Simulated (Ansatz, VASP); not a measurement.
# ZnSeS in VASP and in Ansatz

```
CELL_PARAMETERS angstrom
4.31580 0.00000 0.00000
-2.15790 3.73759 0.00000
0.00000 0.00000 4.70705
ATOMIC_POSITIONS crystal
Zn 0.00000 0.00000 0.50000
Se 0.66667 0.33333 0.50000
S 0.00000 0.00000 0.00000
```

Alike in both runs: functional PBE; k mesh 12 × 12 × 10; occupations gaussian, width 0.1 eV; no spin polarisation.

Ansatz relaxed the structure, and its values are those at the end. VASP's run is a single point on that final structure, the one shown.

|  | VASP | Ansatz |
| --- | --- | --- |
| version | VASP 6.6.1 | Ansatz 0.2.0 |
| potentials or method | VASP PAW PBE potentials, release 64 (Zn, Se, S), cutoff 520 eV | scalar-relativistic, plane waves, PAW |
| valence electrons in the cell | 24 | 34 |

Ansatz gave:

* gap on the k mesh at the Fermi level (eV): none
* pressure (GPa): 0.0

Problem. What did VASP give for the same quantities?

Solution. gap on the k mesh at the Fermi level (eV): none; pressure (GPa): 0.1.

A gap of «none» marks a metal or a gap that the smearing closes. VASP's potentials hold 24 valence electrons a cell and Ansatz's 34, so a difference there can come from the potentials and not from the codes.
